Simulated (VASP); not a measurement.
# SnSe in VASP: notebook, part 2 of 3

VASP 6.6.1.

## (3) Electric field gradients, PBE (equal xy, yz and zx shear strains of +3 %)

The input, INCAR:

```
ALGO = Normal
EDIFF = 1E-8
ENCUT = 520
GGA = PE
ISIF = 2
ISMEAR = -1
LASPH = T
LCHARG = F
LEFG = T
LREAL = F
LWAVE = F
NBANDS = 17
NELM = 60
PREC = Accurate
SIGMA = 0.02
```

The input, KPOINTS:

```
k-points
0
Gamma
  9 9 9
```

The input, POSCAR:

```
SnSe
1.0
    0.0903000000      3.0551500000      3.0551500000
    3.0551500000      0.0903000000      3.0551500000
    3.0551500000      3.0551500000      0.0903000000
Sn Se
1 1
Direct
    0.0000000000      0.0000000000      0.0000000000
    0.5000000000      0.5000000000      0.5000000000
```

Potentials or basis: VASP PAW PBE potentials, release 64 (Sn_d, Se).

Launch:

```
> cat potpaw_PBE.64/Sn_d/POTCAR potpaw_PBE.64/Se/POTCAR > POTCAR
> mpirun -np 1 vasp_std > vasp.out
```

OUTCAR:

```text
EDIFF = 1E-8
   ENCUT = 520
   GGA = PE
   ISIF = 2
   ISMEAR = -1
   LASPH = T
   LREAL = F
   NELM = 60
   PREC = Accurate

 ion  position               nearest neighbor table
   1  0.000  0.000  0.000-   2 3.01   2 3.01   2 3.01   2 3.01   2 3.01   2 3.01
   2  0.500  0.500  0.500-   1 3.01   1 3.01   1 3.01   1 3.01   1 3.01   1 3.01

  LATTYP: Found a trigonal (rhomboedric) cell.
 ALAT       =     4.3215780839
 COS(alpha) =     0.5293254421

  Lattice vectors:

 A1 = (   0.0903000000,   3.0551500000,   3.0551500000)
 A2 = (   3.0551500000,   0.0903000000,   3.0551500000)
 A3 = (   3.0551500000,   3.0551500000,   0.0903000000)

Analysis of symmetry for initial positions (statically):
=====================================================================
 Subroutine PRICEL returns:
 Original cell was already a primitive cell.

 Routine SETGRP: Setting up the symmetry group for a
 trigonal (rhombohedral) supercell.

 Subroutine GETGRP returns: Found 12 space group operations
 (whereof 12 operations were pure point group operations)
 out of a pool of 12 trial point group operations.

The static configuration has the point symmetry D_3d.

Analysis of symmetry for dynamics (positions and initial velocities):
=====================================================================
 Subroutine PRICEL returns:
 Original cell was already a primitive cell.

 Routine SETGRP: Setting up the symmetry group for a
 trigonal (rhombohedral) supercell.

 Subroutine GETGRP returns: Found 12 space group operations
 (whereof 12 operations were pure point group operations)
 out of a pool of 12 trial point group operations.

The dynamic configuration has the point symmetry D_3d.

 Subroutine INISYM returns: Found 12 space group operations
 (whereof 12 operations are pure point group operations),
 and found     1 'primitive' translations

----------------------------------------------------------------------------------------

                                     Primitive cell

  volume of cell :      54.5054

  direct lattice vectors                    reciprocal lattice vectors
     0.090300000  3.055150000  3.055150000    -0.171098556  0.166186636  0.166186636
     3.055150000  0.090300000  3.055150000     0.166186636 -0.171098556  0.166186636
     3.055150000  3.055150000  0.090300000     0.166186636  0.166186636 -0.171098556

  length of vectors
     4.321578084  4.321578084  4.321578084     0.290707261  0.290707261  0.290707261

  position of ions in fractional coordinates (direct lattice)
     0.000000000  0.000000000  0.000000000
     0.500000000  0.500000000  0.500000000

  ion indices of the primitive-cell ions
   primitive index   ion index
                 1           1
                 2           2

----------------------------------------------------------------------------------------

 KPOINTS: k-points

Automatic generation of k-mesh.
[... 65 lines left out ...]
   NELM   =     60;   NELMIN=  2; NELMDL= -5     # of ELM steps
   EDIFF  = 0.1E-07   stopping-criterion for ELM
   LREAL  =      F    real-space projection
   EDIFFG = 0.1E-06   stopping-criterion for IOM
   NSW    =      0    number of steps for IOM
   IBRION =     -1    ionic relax: 0-MD 1-quasi-New 2-CG
   NFREE  =      0    steps in history (QN), initial steepest desc. (CG)
   ISIF   =      2    stress and relaxation
   ISYM   =      2    0-nonsym 1-usesym 2-fastsym
   POTIM  = 0.5000    time-step for ionic-motion
   TEBEG  =    0.0;   TEEND  =   0.0 temperature during run
   PSTRESS=    0.0 pullay stress
   NELECT =      20.0000    total number of electrons
   NUPDOWN=      -1.0000    fix difference up-down
   EMIN   =  10.00;   EMAX   =-10.00  energy-range for DOS
   EFERMI =   0.00;   METHOD = LEGACY
   ISMEAR =    -1;   SIGMA  =   0.02  broadening in eV -4-tet -1-fermi 0-gaus
   EFERMI_NEDOS =   21; number of points for ismear=-14 and -15
   IALGO  =     38    algorithm
   IMIX   =      4    mixing-type and parameters
     AMIX     =   0.40;   BMIX     =  1.00
     AMIX_MAG =   1.60;   BMIX_MAG =  1.00
  volume/ion in A,a.u.               =      27.25       183.91
  Fermi-wavevector in a.u.,A,eV,Ry     =   1.172029  2.214814 18.689677  1.373652
  Thomas-Fermi vector in A             =   2.308464
   LORBIT       =      0    0 simple, 1 ext, 2 COOP (PROOUT), +10 PAW based schemes
   GGA     = PE    functional components
   LHFCALC =     F    Hartree Fock is set to
   AEXX    =    0.0000 exact exchange contribution
   IVDW    =     0    specifies the selected vdW correction
   LEPSILON=     F    determine dielectric tensor
   LRPA    =     F    only Hartree local field effects (RPA)
 non-spin polarized calculation
  energy-cutoff  :      520.00
  volume of cell :       54.51
 maximum number of plane-waves:      1483
   NGX = 17   NGY = 17   NGZ = 17

 number of electron      20.0000008 magnetization

 Free energy of the ion-electron system (eV)
  ---------------------------------------------------
  ext. energy  EPLUGINS =         0.00000000
  ---------------------------------------------------
  free energy    TOTEN  =        -8.20528929 eV

  energy without entropy =       -8.20528498  energy(sigma->0) =       -8.20528714

 E-fermi :   5.8319     XC(G=0):  -9.6019

 val. band max:        5.6888683975   @ k =   0.4444   0.4444   0.4444
 cond. band min:       5.9894953695   @ k =  -0.3333   0.1111   0.0000
 fundamental gap:      0.3006269720
 Fermi energy:         5.8318633881

 k-point     1 :       0.0000    0.0000    0.0000
  band No.  band energies     occupation
      1     -16.0174      2.00000
      2     -16.0174      2.00000
      3     -16.0120      2.00000
      4     -16.0088      2.00000
      5     -16.0088      2.00000
      6      -8.2669      2.00000
[... 457 lines left out ...]
      4     -15.9980      2.00000
      5     -15.9948      2.00000
      6      -7.1004      2.00000
[... 9 lines left out ...]
     16      17.1356      0.00000
     17      17.9197      0.00000

 [... further k-points ...]
[... 5 lines left out ...]
  --------------------------------------------------------------------------------------
  -------------------------------------------------------------------------------------
  Total        0.3517128      0.3517128      0.3517128     -0.1975691     -0.1975691     -0.1975691
  in kB       10.3385477     10.3385477     10.3385477     -5.8075156     -5.8075156     -5.8075156
  external PRESSURE =      10.3385477 kB  Pullay stress =       0.0000000 kB

 VOLUME and BASIS-vectors are now :
 -----------------------------------------------------------------------------
  energy-cutoff  :      520.00
  volume of cell :       54.51
      direct lattice vectors                 reciprocal lattice vectors
     0.090300000  3.055150000  3.055150000    -0.171098556  0.166186636  0.166186636
     3.055150000  0.090300000  3.055150000     0.166186636 -0.171098556  0.166186636
     3.055150000  3.055150000  0.090300000     0.166186636  0.166186636 -0.171098556

 POSITION                                       TOTAL-FORCE (eV/Angst)
 -----------------------------------------------------------------------------------
      0.00000      0.00000      0.00000        -0.000000      0.000000     -0.000000
      3.10030      3.10030      3.10030         0.000000     -0.000000      0.000000
 -----------------------------------------------------------------------------------
    total drift:                                0.000000     -0.000000     -0.000000

  FREE ENERGIE OF THE ION-ELECTRON SYSTEM (eV)
  ---------------------------------------------------
  free  energy   TOTEN  =        -8.2052892940 eV

  energy  without entropy=       -8.2052849840  energy(sigma->0) =       -8.20528714

 Electric field gradients (V/A^2)
---------------------------------------------------------------------
 ion       V_xx      V_yy      V_zz      V_xy      V_xz      V_yz
---------------------------------------------------------------------
   1       0.000    -0.000    -0.000    -0.262    -0.262    -0.262
   2       0.000    -0.000     0.000     9.939     9.939     9.939
---------------------------------------------------------------------

 Electric field gradients after diagonalization (V/A^2)
 (convention: |V_zz| > |V_xx| > |V_yy|)
----------------------------------------------------------------------
 ion       V_xx      V_yy      V_zz     asymmetry (V_yy - V_xx)/ V_zz
----------------------------------------------------------------------
   1       0.262     0.262    -0.524       0.000
   2      -9.939    -9.939    19.879       0.000
----------------------------------------------------------------------

           NMR quadrupolar parameters

 Cq : quadrupolar parameter    Cq=e*Q*V_zz/h
 eta: asymmetry parameters     (V_yy - V_xx)/ V_zz
 Q  : nuclear electric quadrupole moment in mb (millibarn)
----------------------------------------------------------------------
 ion       Cq(MHz)       eta       Q (mb)
----------------------------------------------------------------------
   1      -0.001       0.000       1.000
   2       0.048       0.000       1.000
----------------------------------------------------------------------
```

stdout:

```text
POSCAR found type information on POSCAR SnSe
 POSCAR found :  2 types and       2 ions
 scaLAPACK will be used
 LDA part: xc-table for (Slater+PW92), standard interpolation
 POSCAR, INCAR and KPOINTS ok, starting setup
 FFT: planning ... GRIDC
 FFT: planning ... GRID_SOFT
 FFT: planning ... GRID
 WAVECAR not read
 entering main loop
ion   1

ion   2
```

It took 54 s on 1 thread of Intel Xeon Platinum 8375C at 2.90GHz (Ice Lake), shared host; peak memory 0.22 GiB.

What came out:

```yaml
Free_energy: -8.2053 eV
Pressure: 1.0 GPa
Band_gap_on_the_k_mesh: 0.30 eV, indirect (least direct gap 0.56 eV)
```

Electric field gradients, principal values (V/Å²):
| atom | least | middle | greatest (by size) |
| --- | --- | --- | --- |
| 1 Sn | 0.262 | 0.262 | -0.524 |
| 2 Se | -9.939 | -9.939 | 19.879 |

Caveat: the cell differs from its parent crystal (equal xy, yz and zx shear strains of +3 %); without QUAD_EFG the Cq values of the log hold for a quadrupole moment of 1 mb, not for the nuclei; spin-orbit coupling is left out, which moves the levels of the heavy elements.

## (4) Electric field gradients, PBE (zz strain of -2 %)

The input, INCAR:

```
PREC     = Accurate       # precision mode
ENCUT    = 520            # plane-wave cutoff, eV
EDIFF    = 1E-8           # SCF threshold, eV
ISMEAR   = -1             # smearing method
SIGMA    = 0.02           # smearing width, eV
LREAL    = F              # projectors in reciprocal space
LASPH    = T              # aspherical terms in the spheres
NELM     = 60             # most SCF steps
ALGO     = Normal         # electronic algorithm
ISIF     = 2              # what is computed and relaxed
LWAVE    = F              # write WAVECAR
LCHARG   = F              # write CHGCAR
GGA      = PE             # functional
LEFG     = T            
NBANDS   = 17             # bands
```

The input, KPOINTS:

```
regular mesh
0
Gamma
  9 9 9
```

The input, POSCAR:

```
SnSe
1.0
    0.0000000000      3.0100000000      2.9498000000
    3.0100000000      0.0000000000      2.9498000000
    3.0100000000      3.0100000000      0.0000000000
Sn Se
1 1
Direct
    0.0000000000      0.0000000000      0.0000000000
    0.5000000000      0.5000000000      0.5000000000
```

Potentials or basis: VASP PAW PBE potentials, release 64 (Sn_d, Se).

Launch:

```
> cat potpaw_PBE.64/Sn_d/POTCAR potpaw_PBE.64/Se/POTCAR > POTCAR
> mpirun -np 1 vasp_std > vasp.out
```

OUTCAR:

```text
PREC = Accurate
   ENCUT = 520
   EDIFF = 1E-8
   ISMEAR = -1
   LREAL = F
   LASPH = T
   NELM = 60
   ISIF = 2
   GGA = PE

 ion  position               nearest neighbor table
   1  0.000  0.000  0.000-   2 2.95   2 2.95   2 3.01   2 3.01   2 3.01   2 3.01
   2  0.500  0.500  0.500-   1 2.95   1 2.95   1 3.01   1 3.01   1 3.01   1 3.01

  LATTYP: Found a body centered tetragonal cell.
 ALAT       =     4.2567828227
 C/A-ratio  =     1.3859292911

  Lattice vectors:

 A1 = (   0.0000000000,  -3.0100000000,  -2.9498000000)
 A2 = (   0.0000000000,   3.0100000000,  -2.9498000000)
 A3 = (   3.0100000000,   0.0000000000,   2.9498000000)

Analysis of symmetry for initial positions (statically):
=====================================================================
 Subroutine PRICEL returns:
 Original cell was already a primitive cell.

 Routine SETGRP: Setting up the symmetry group for a
 body centered tetragonal supercell.

 Subroutine GETGRP returns: Found 16 space group operations
 (whereof 16 operations were pure point group operations)
 out of a pool of 16 trial point group operations.

The static configuration has the point symmetry D_4h.

Analysis of symmetry for dynamics (positions and initial velocities):
=====================================================================
 Subroutine PRICEL returns:
 Original cell was already a primitive cell.

 Routine SETGRP: Setting up the symmetry group for a
 body centered tetragonal supercell.

 Subroutine GETGRP returns: Found 16 space group operations
[... 151 lines left out ...]

 val. band max:        5.8302977068   @ k =  -0.3333  -0.0000   0.1111
 cond. band min:       6.3394834157   @ k =  -0.3333   0.1111   0.0000
 fundamental gap:      0.5091857089
 Fermi energy:         6.0886304079

 k-point     1 :       0.0000    0.0000    0.0000
  band No.  band energies     occupation
      1     -15.7888      2.00000
      2     -15.7879      2.00000
      3     -15.7828      2.00000
      4     -15.7828      2.00000
      5     -15.7791      2.00000
      6      -8.1893      2.00000
[... 457 lines left out ...]
      4     -15.7634      2.00000
      5     -15.7634      2.00000
      6      -6.9153      2.00000
[... 9 lines left out ...]
     16      17.6253      0.00000
     17      18.4301      0.00000

 [... further k-points ...]
[... 5 lines left out ...]
  --------------------------------------------------------------------------------------
  -------------------------------------------------------------------------------------
  Total        0.4264321      0.4264321      1.3622547      0.0000000      0.0000000     -0.0000000
  in kB       12.7821806     12.7821806     40.8331936      0.0000000      0.0000000     -0.0000000
  external PRESSURE =      22.1325183 kB  Pullay stress =       0.0000000 kB

 VOLUME and BASIS-vectors are now :
 -----------------------------------------------------------------------------
  energy-cutoff  :      520.00
  volume of cell :       53.45
      direct lattice vectors                 reciprocal lattice vectors
     0.000000000  3.010000000  2.949800000    -0.166112957  0.166112957  0.169503017
     3.010000000  0.000000000  2.949800000     0.166112957 -0.166112957  0.169503017
     3.010000000  3.010000000  0.000000000     0.166112957  0.166112957 -0.169503017

 POSITION                                       TOTAL-FORCE (eV/Angst)
 -----------------------------------------------------------------------------------
      0.00000      0.00000      0.00000        -0.000000      0.000000      0.000000
      3.01000      3.01000      2.94980         0.000000     -0.000000      0.000000
 -----------------------------------------------------------------------------------
    total drift:                                0.000000     -0.000000     -0.000000

  FREE ENERGIE OF THE ION-ELECTRON SYSTEM (eV)
  ---------------------------------------------------
  free  energy   TOTEN  =        -8.1969791905 eV

  energy  without entropy=       -8.1969791301  energy(sigma->0) =       -8.19697916

 Electric field gradients (V/A^2)
---------------------------------------------------------------------
 ion       V_xx      V_yy      V_zz      V_xy      V_xz      V_yz
---------------------------------------------------------------------
   1      14.481    14.481   -28.962     0.001     0.002     0.002
   2       1.803     1.803    -3.606    -0.000    -0.000    -0.000
---------------------------------------------------------------------

 Electric field gradients after diagonalization (V/A^2)
 (convention: |V_zz| > |V_xx| > |V_yy|)
----------------------------------------------------------------------
 ion       V_xx      V_yy      V_zz     asymmetry (V_yy - V_xx)/ V_zz
----------------------------------------------------------------------
   1      14.482    14.480   -28.962       0.000
   2       1.803     1.803    -3.606       0.000
----------------------------------------------------------------------

           NMR quadrupolar parameters

 Cq : quadrupolar parameter    Cq=e*Q*V_zz/h
 eta: asymmetry parameters     (V_yy - V_xx)/ V_zz
 Q  : nuclear electric quadrupole moment in mb (millibarn)
----------------------------------------------------------------------
 ion       Cq(MHz)       eta       Q (mb)
----------------------------------------------------------------------
   1      -0.070       0.000       1.000
   2      -0.009       0.000       1.000
----------------------------------------------------------------------
```

stdout:

```text
POSCAR found type information on POSCAR SnSe
 POSCAR found :  2 types and       2 ions
 scaLAPACK will be used
 LDA part: xc-table for (Slater+PW92), standard interpolation
 POSCAR, INCAR and KPOINTS ok, starting setup
 FFT: planning ... GRIDC
 FFT: planning ... GRID_SOFT
 FFT: planning ... GRID
 WAVECAR not read
 entering main loop
ion   1

ion   2
```

It took 88 s on 1 thread of AMD EPYC 7R13 (Zen 3), shared host; peak memory 0.19 GiB.

What came out:

| Property | Result |
| --- | --- |
| Free energy | -8.1970 eV |
| Pressure | 2.2 GPa |
| Band gap on the k mesh | 0.51 eV, indirect (least direct gap 0.54 eV) |

Stress tensor (GPa, compression positive):
```
1.28 0.00 0.00
0.00 1.28 0.00
0.00 0.00 4.08
```

Levels at points of the mesh, in eV from the valence-band top:
| k point | band 6 | band 7 | band 8 | band 9 | band 10 | band 11 | band 12 | band 13 | band 14 | band 15 |
| --- | --- | --- | --- | --- | --- | --- | --- | --- | --- | --- |
| (0.00, 0.00, 0.00) | -14.02 | -5.01 | -2.40 | -2.20 | -2.20 | 4.22 | 4.22 | 4.71 | 5.78 | 5.78 |

Electric field gradients, principal values (V/Å²):
| atom | least | middle | greatest (by size) |
| --- | --- | --- | --- |
| 1 Sn | 14.480 | 14.482 | -28.962 |
| 2 Se | 1.803 | 1.803 | -3.606 |

Caveat: the cell differs from its parent crystal (zz strain of -2 %); without QUAD_EFG the Cq values of the log hold for a quadrupole moment of 1 mb, not for the nuclei; spin-orbit coupling is left out, which moves the levels of the heavy elements. A k mesh can miss the band edges.

[end of part 2 of 3]
